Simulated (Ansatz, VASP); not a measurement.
## Two plane-wave programs on Fe

Contents of INCAR:

```
  PREC = Accurate
  ENCUT = 520
  EDIFF = 1E-6
  ISMEAR = -1
  SIGMA = 0.05
  LREAL = False
  LASPH = True
  NELM = 150
  ALGO = Normal
  ISIF = 2
  LWAVE = False
  LCHARG = False
  ISPIN = 2
  MAGMOM = 2.208
  LORBIT = 11
  LMAXMIX = 4
  GGA = PE
  NBANDS = 14
```

The input KPOINTS:

```
regular mesh
0
Gamma
  25 25 25
```

File POSCAR:

```
Fe
1.0
   -1.3971643604      1.3971643604      1.3971643604
    1.3971643604     -1.3971643604      1.3971643604
    1.3971643604      1.3971643604     -1.3971643604
Fe
1
Direct
    0.0000000000      0.0000000000      0.0000000000
```

Input for Ansatz:

```yaml
crystal:
  lattice:
    - [-1.3971643604, 1.3971643604, 1.3971643604]
    - [1.3971643604, -1.3971643604, 1.3971643604]
    - [1.3971643604, 1.3971643604, -1.3971643604]
  atoms:
    - { symbol: Fe, position: [0.0, 0.0, 0.0], spin: 2.208 }
hamiltonian:
  xc: pbe
  pseudopotentials:
    kind: paw
    azcp:
      Fe: "pseudopotentials/Fe.paw.azcp"
basis:
  ecutwfc: 420
  fft_grid_basis: typed
kpoints:
  mp_grid: { grid: [25, 25, 25], shift: [0, 0, 0] }
magnetization:
  spin_polarized: true
scf:
  occupations: { method: fermi_dirac, width: 0.05 }
output:
  stress: true
```

Alike in both runs: task single point; functional PBE; k mesh 25 × 25 × 25; occupations fermi-dirac, width 0.05 eV; collinear spin.

|  | VASP | Ansatz |
| --- | --- | --- |
| version | VASP 6.6.1 | Ansatz 0.2.0 |
| potentials or method | VASP PAW PBE potentials, release 64 (Fe), cutoff 520 eV | plane waves (420 eV) with PAW, scalar-relativistic |
| valence electrons in the cell | 8 | 16 |

|  | VASP | Ansatz | Ansatz less VASP |
| --- | --- | --- | --- |
| pressure (GPa) | 8.0 | 8.5 | +0.46 |
| net moment per atom (μB) | 2.12 | 2.10 | -0.013 |
| size of the moment on the site where the two differ most (μB) | 2.11 | 2.14 | +0.036 |

Site moments also hang on the region over which each program counts them. The functional is the same, so the differences come from potentials, cutoffs and numerics. VASP's potentials hold 8 valence electrons a cell and Ansatz's 16, so a difference there can come from the potentials and not from the codes.
